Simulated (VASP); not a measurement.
# Sn (I4/mmm) in VASP: single point with r2SCAN

Aim: the single point of Sn with r2SCAN.

All numbers are computed with VASP 6.6.1; they aren't measurements. Logs are shortened: lines on timing, memory, paths and dates and some standing lists are left out, and cuts for length are marked.

## Step 1: The cell of the first run

It takes space group I4/mmm (No. 139, tetragonal). The conventional cell has a = 3.789 Å, b = 3.789 Å, c = 4.168 Å, α = 90.00°, β = 90.00°, γ = 90.00°. Within 4.5 Å of Sn (site symmetry 4/mmm) lie 14 Sn at 3.39 to 4.17 Å.

## Step 2: Single point, r2SCAN (strain +0.1000 x Voigt [0, 0, 1, 0, 0, 0])

File POSCAR:

```
Sn
1.0
   -1.8946518192      1.8946518192      2.0841170011
    1.8946518192     -1.8946518192      2.0841170011
    1.8946518192      1.8946518192     -2.0841170011
Sn
1
Direct
    0.0000000000      0.0000000000      0.0000000000
```

File INCAR.step1:

```
  ALGO = Normal
  EDIFF = 1E-4
  ENCUT = 520
  GGA = PE
  ISMEAR = 0
  LASPH = True
  LCHARG = False
  LREAL = False
  LWAVE = True
  NBANDS = 13
  NELM = 60
  PREC = Accurate
  SIGMA = 0.15
```

File INCAR.step2:

```
  ALGO = Normal
  EDIFF = 1E-6
  ENCUT = 520
  ISIF = 2
  ISMEAR = 0
  ISTART = 1
  LASPH = True
  LCHARG = False
  LMIXTAU = True
  LREAL = False
  LWAVE = False
  METAGGA = R2SCAN
  NBANDS = 13
  NELM = 60
  PREC = Accurate
  SIGMA = 0.15
```

File KPOINTS:

```
k-points
0
Gamma
  18 18 18
```

Potentials or basis: VASP PAW PBE potentials, release 64 (Sn_d).

Command:

```bash
$ cat potpaw_PBE.64/Sn_d/POTCAR > POTCAR
$ cp INCAR.step1 INCAR
$ mpirun -np 1 vasp_std > vasp.out
$ cp INCAR.step2 INCAR
$ mpirun -np 1 vasp_std > vasp.out
```

OUTCAR:

```text
EDIFF = 1E-6
   ENCUT = 520
   ISIF = 2
   ISMEAR = 0
   ISTART = 1
   LASPH = True
   LREAL = False
   METAGGA = R2SCAN
   NELM = 60
   PREC = Accurate

 ion  position               nearest neighbor table
   1  0.000  0.000  0.000-

  LATTYP: Found a body centered tetragonal cell.
 ALAT       =     3.7893036384
 C/A-ratio  =     1.1000000000

  Lattice vectors:

 A1 = (  -1.8946518192,   1.8946518192,   2.0841170011)
 A2 = (   1.8946518192,  -1.8946518192,   2.0841170011)
 A3 = (   1.8946518192,   1.8946518192,  -2.0841170011)

Analysis of symmetry for initial positions (statically):
=====================================================================
 Subroutine PRICEL returns:
 Original cell was already a primitive cell.

 Routine SETGRP: Setting up the symmetry group for a
 body centered tetragonal supercell.

 Subroutine GETGRP returns: Found 16 space group operations
 (whereof 16 operations were pure point group operations)
 out of a pool of 16 trial point group operations.

The static configuration has the point symmetry D_4h.

Analysis of symmetry for dynamics (positions and initial velocities):
=====================================================================
 Subroutine PRICEL returns:
 Original cell was already a primitive cell.

 Routine SETGRP: Setting up the symmetry group for a
 body centered tetragonal supercell.

 Subroutine GETGRP returns: Found 16 space group operations
 (whereof 16 operations were pure point group operations)
 out of a pool of 16 trial point group operations.

The dynamic configuration has the point symmetry D_4h.

 Subroutine INISYM returns: Found 16 space group operations
 (whereof 16 operations are pure point group operations),
 and found     1 'primitive' translations

----------------------------------------------------------------------------------------

                                     Primitive cell

  volume of cell :      29.9255

  direct lattice vectors                    reciprocal lattice vectors
    -1.894651819  1.894651819  2.084117001     0.000000000  0.263900731  0.239909755
     1.894651819 -1.894651819  2.084117001     0.263900731  0.000000000  0.239909755
     1.894651819  1.894651819 -2.084117001     0.263900731  0.263900731  0.000000000

  length of vectors
     3.394547791  3.394547791  3.394547791     0.356651492  0.356651492  0.373211993

  position of ions in fractional coordinates (direct lattice)
     0.000000000  0.000000000  0.000000000

  ion indices of the primitive-cell ions
   primitive index   ion index
                 1           1

----------------------------------------------------------------------------------------

 KPOINTS: k-points

Automatic generation of k-mesh.
 Grid dimensions read from file:
 generate k-points for:   18   18   18

 Generating k-lattice:

  Cartesian coordinates                     Fractional coordinates (reciprocal lattice)
     0.000000000  0.014661152  0.013328320     0.055555556  0.000000000  0.000000000
     0.014661152  0.000000000  0.013328320     0.000000000  0.055555556  0.000000000
     0.014661152  0.014661152  0.000000000     0.000000000  0.000000000  0.055555556

  Length of vectors
     0.019813972  0.019813972  0.020734000

  Shift w.r.t. Gamma in fractional coordinates (k-lattice)
     0.000000000  0.000000000  0.000000000

 Subroutine IBZKPT returns following result:
 ===========================================

 Found    480 irreducible k-points:

 Following reciprocal coordinates:
            Coordinates               Weight
  0.000000  0.000000  0.000000      1.000000
  0.055556  0.000000 -0.000000      8.000000
  0.111111  0.000000 -0.000000      8.000000
  0.166667  0.000000 -0.000000      8.000000
  0.222222  0.000000 -0.000000      8.000000
  0.277778  0.000000 -0.000000      8.000000
[... 16 lines left out ...]
 -0.277778  0.055556  0.000000     16.000000
 -0.222222  0.055556  0.000000     16.000000
 [... further k-points ...]
   k-points           NKPTS =    480   k-points in BZ     NKDIM =    480   number of bands    NBANDS=     13
   number of dos      NEDOS =    301   number of ions     NIONS =      1
   total plane-waves  NPLWV =  21952
   dimension x,y,z NGX =    28 NGY =   28 NGZ =   28
   dimension x,y,z NGXF=    56 NGYF=   56 NGZF=   56
   ions per type =               1
   NGX,Y,Z   is equivalent  to a cutoff of  13.71, 13.71, 13.71 a.u.
   NGXF,Y,Z  is equivalent  to a cutoff of  27.43, 27.43, 27.43 a.u.
 SYSTEM =  unknown system
   PREC   = accura    normal or accurate (medium, high low for compatibility)
   ISTART =      1    job   : 0-new  1-cont  2-samecut
   ICHARG =      0    charge: 1-file 2-atom 10-const
   ISPIN  =      1    spin polarized calculation?
   LNONCOLLINEAR =      F non collinear calculations
   LSORBIT =      F    spin-orbit coupling
   LASPH  =      T    aspherical Exc in radial PAW
   ENCUT  =  520.0 eV  38.22 Ry    6.18 a.u.   6.31  6.31  6.31*2*pi/ulx,y,z
   NELM   =     60;   NELMIN=  2; NELMDL=  0     # of ELM steps
   EDIFF  = 0.1E-05   stopping-criterion for ELM
   LREAL  =      F    real-space projection
   EDIFFG = 0.1E-04   stopping-criterion for IOM
   NSW    =      0    number of steps for IOM
   IBRION =     -1    ionic relax: 0-MD 1-quasi-New 2-CG
   NFREE  =      0    steps in history (QN), initial steepest desc. (CG)
   ISIF   =      2    stress and relaxation
   ISYM   =      2    0-nonsym 1-usesym 2-fastsym
   POTIM  = 0.5000    time-step for ionic-motion
   TEBEG  =    0.0;   TEEND  =   0.0 temperature during run
   PSTRESS=    0.0 pullay stress
   NELECT =      14.0000    total number of electrons
   NUPDOWN=      -1.0000    fix difference up-down
   EMIN   =  10.00;   EMAX   =-10.00  energy-range for DOS
   EFERMI =   0.00;   METHOD = LEGACY
   ISMEAR =     0;   SIGMA  =   0.15  broadening in eV -4-tet -1-fermi 0-gaus
   EFERMI_NEDOS =   21; number of points for ismear=-14 and -15
   IALGO  =     38    algorithm
   IMIX   =      4    mixing-type and parameters
     AMIX     =   0.40;   BMIX     =  1.00
     AMIX_MAG =   1.60;   BMIX_MAG =  1.00
  volume/ion in A,a.u.               =      29.93       201.95
  Fermi-wavevector in a.u.,A,eV,Ry     =   1.270878  2.401611 21.975191  1.615131
  Thomas-Fermi vector in A             =   2.403842
   LORBIT       =      0    0 simple, 1 ext, 2 COOP (PROOUT), +10 PAW based schemes
   METAGGA = R2SCAN    functional components
   LHFCALC =     F    Hartree Fock is set to
   AEXX    =    0.0000 exact exchange contribution
   IVDW    =     0    specifies the selected vdW correction
   LEPSILON=     F    determine dielectric tensor
   LRPA    =     F    only Hartree local field effects (RPA)
 non-spin polarized calculation
 Gauss-broadening in eV      SIGMA  =   0.15
  energy-cutoff  :      520.00
  volume of cell :       29.93
 maximum number of plane-waves:       820
 NGX is ok and might be reduce to    28
   NGX = 13   NGY = 13   NGZ = 13

 number of electron      13.9999994 magnetization

 Free energy of the ion-electron system (eV)
  ---------------------------------------------------
  ext. energy  EPLUGINS =         0.00000000
  ---------------------------------------------------
  free energy    TOTEN  =       -24.46892035 eV

  energy without entropy =      -24.46318990  energy(sigma->0) =      -24.46605512

 E-fermi :   6.9430     XC(G=0): -10.7531

 val. band max:        6.9407693508   @ k =  -0.3889   0.5000   0.1111
 cond. band min:       6.9471599657   @ k =  -0.2222  -0.2222   0.0556
 fundamental gap:      0.0063906149
 Fermi energy:         6.9429995074

 k-point     1 :       0.0000    0.0000    0.0000
  band No.  band energies     occupation
      1     -15.3068      2.00000
      2     -15.3068      2.00000
      3     -15.2923      2.00000
      4     -15.2148      2.00000
      5     -15.1784      2.00000
      6      -4.0448      2.00000
      7      14.2017      0.00000
      8      14.5044      0.00000
      9      14.5044      0.00000
     10      18.8958      0.00000
     11      18.9452      0.00000
     12      18.9452      0.00000
     13      20.2839      0.00000

 k-point     2 :       0.0556    0.0000   -0.0000
  band No.  band energies     occupation
      1     -15.3050      2.00000
      2     -15.3050      2.00000
      3     -15.2902      2.00000
      4     -15.2154      2.00000
      5     -15.1793      2.00000
      6      -3.9810      2.00000
      7      13.7152      0.00000
      8      14.2795      0.00000
      9      14.3276      0.00000
     10      18.1672      0.00000
     11      18.9109      0.00000
     12      19.4815      0.00000
     13      19.8622      0.00000

 k-point     3 :       0.1111    0.0000   -0.0000
  band No.  band energies     occupation
      1     -15.3045      2.00000
      2     -15.2998      2.00000
      3     -15.2790      2.00000
      4     -15.2169      2.00000
      5     -15.1818      2.00000
      6      -3.7898      2.00000
      7      12.3219      0.00000
      8      13.7384      0.00000
      9      14.1734      0.00000
     10      17.5674      0.00000
     11      18.3684      0.00000
     12      19.2894      0.00000
     13      19.9029      0.00000
[... 305 lines left out ...]
 k-point    23 :      -0.2778    0.0556    0.0000
  band No.  band energies     occupation
      1     -15.3141      2.00000
      2     -15.2841      2.00000
      3     -15.2198      2.00000
      4     -15.2152      2.00000
      5     -15.1893      2.00000
      6      -2.6793      2.00000
      7       8.0470      0.00000
      8      11.8939      0.00000
      9      13.1740      0.00000
     10      16.6930      0.00000
     11      16.9611      0.00000
     12      18.4844      0.00000
     13      21.8401      0.00000

 k-point    24 :      -0.2222    0.0556    0.0000
  band No.  band energies     occupation
      1     -15.3091      2.00000
      2     -15.2907      2.00000
      3     -15.2425      2.00000
      4     -15.2177      2.00000
      5     -15.1870      2.00000
      6      -3.1919      2.00000
      7       9.7085      0.00000
      8      12.5503      0.00000
      9      13.4566      0.00000
     10      17.0773      0.00000
     11      17.2638      0.00000
     12      18.6587      0.00000
     13      21.0770      0.00000

 [... further k-points ...]

------------------------ aborting loop because EDIFF is reached ----------------------------------------

  FORCE on cell =-STRESS in cart. coord.  units (eV):
  Direction    XX          YY          ZZ          XY          YZ          ZX
  --------------------------------------------------------------------------------------
  -------------------------------------------------------------------------------------
  Total       -0.8246904     -0.8246904     -0.7199968      0.0000000      0.0000000      0.0000000
  in kB      -44.1530413    -44.1530413    -38.5478584      0.0000000      0.0000000      0.0000000
  external PRESSURE =     -42.2846470 kB  Pullay stress =       0.0000000 kB

 VOLUME and BASIS-vectors are now :
 -----------------------------------------------------------------------------
  energy-cutoff  :      520.00
  volume of cell :       29.93
      direct lattice vectors                 reciprocal lattice vectors
    -1.894651819  1.894651819  2.084117001     0.000000000  0.263900731  0.239909755
     1.894651819 -1.894651819  2.084117001     0.263900731  0.000000000  0.239909755
     1.894651819  1.894651819 -2.084117001     0.263900731  0.263900731  0.000000000

 POSITION                                       TOTAL-FORCE (eV/Angst)
 -----------------------------------------------------------------------------------
      0.00000      0.00000      0.00000        -0.000000      0.000000      0.000000
 -----------------------------------------------------------------------------------
    total drift:                               -0.000000     -0.000000     -0.000000

  FREE ENERGIE OF THE ION-ELECTRON SYSTEM (eV)
  ---------------------------------------------------
  free  energy   TOTEN  =       -24.4689203494 eV

  energy  without entropy=      -24.4631898980  energy(sigma->0) =      -24.46605512
```

Wall time 11 min (1 thread of Intel Xeon Platinum 8259CL at 2.50GHz (Skylake/Cascade Lake), shared host); peak memory 0.3 GiB.

What came out:

```
Free energy            : -24.4689 eV
Pressure               : -4.2 GPa
Band gap on the k mesh : zero (bands 7 and 8 overlap by 9.51 eV)
```

Caveat: the cell differs from its parent crystal (strain +0.1000 x Voigt [0, 0, 1, 0, 0, 0]); the cell stands under tension; the PAW data sets were made with another functional, which shifts forces and pressure a little; spin-orbit coupling is left out, which moves the levels of the heavy elements.
